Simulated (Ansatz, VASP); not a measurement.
## One calculation of BN, two programs

Contents of INCAR:

```
PREC = Accurate
ENCUT = 520
EDIFF = 1E-6
ISMEAR = 0
SIGMA = 0.05
LREAL = False
LASPH = True
NELM = 100
ALGO = Normal
ISIF = 2
LWAVE = False
LCHARG = True
GGA = PE
LELF = True
LVHAR = True
NBANDS = 16
```

File KPOINTS:

```
regular mesh
0
Gamma
  6 6 6
```

The input POSCAR:

```
BN
1.0
    0.0000000000     -1.8123937734     -1.8123937734
   -1.8123937734      0.0000000000     -1.8123937734
    1.8123937734      1.8123937734     -3.6247875468
B N
2 2
Direct
    0.0130223615      0.0025903983      0.0000000000
    0.4869776385      0.4974096017      0.5000000000
    0.3883266332      0.3776509238      0.8750000000
    0.8616733668      0.8723490762      0.3750000000
```

Input for Ansatz:

```yaml
crystal:
  lattice:
    - [0.0, -1.8123937734, -1.8123937734]
    - [-1.8123937734, 0.0, -1.8123937734]
    - [1.8123937734, 1.8123937734, -3.6247875468]
  atoms:
    - { symbol: B, position: [0.0130223615, 0.0025903983, 0.0] }
    - { symbol: B, position: [0.4869776385, 0.4974096017, 0.5] }
    - { symbol: "N", position: [0.3883266332, 0.3776509238, 0.875] }
    - { symbol: "N", position: [0.8616733668, 0.8723490762, 0.375] }
basis:
  ecutwfc: 520.0
kpoints:
  mp_grid: { grid: [6, 6, 6] }
hamiltonian:
  xc: pbe
scf:
  occupations: { method: gaussian, width: 0.05 }
output:
  forces: true
  stress: true
  eigenvalues: true
```

Change from the starting cell: mode 4 frozen in at -0.017 Å and mode 5 at -0.034 Å (largest displacements).

Alike in both runs: task single point; functional PBE; k mesh 6 × 6 × 6; occupations gaussian, width 0.05 eV; no spin polarisation.

|  | VASP | Ansatz |
| --- | --- | --- |
| version | VASP 6.6.1 | Ansatz 0.2.0 |
| potentials or method | VASP PAW PBE potentials, release 64 (B, N), cutoff 520 eV | scalar-relativistic, plane waves, PAW |
| valence electrons in the cell | 16 | 16 |

|  | VASP | Ansatz | Ansatz less VASP |
| --- | --- | --- | --- |
| gap on the k mesh at the Fermi level (eV) | 4.42 | 4.43 | +0.011 |
| least direct gap on the mesh (eV) | 6.35 | 6.37 | +0.012 |
| pressure (GPa) | 0.2 | 0.0 | -0.21 |
| traceless stress, the component that is largest in VASP (GPa) | 0.31 | 0.32 | +0.001 |
| rms of the force components (eV/Å) | 0.233 | 0.233 | +0.0002 |

Atom by atom the forces differ by 0.000 eV/Å (rms over components).

The k mesh is coarse, so the values compare programs but aren't converged.
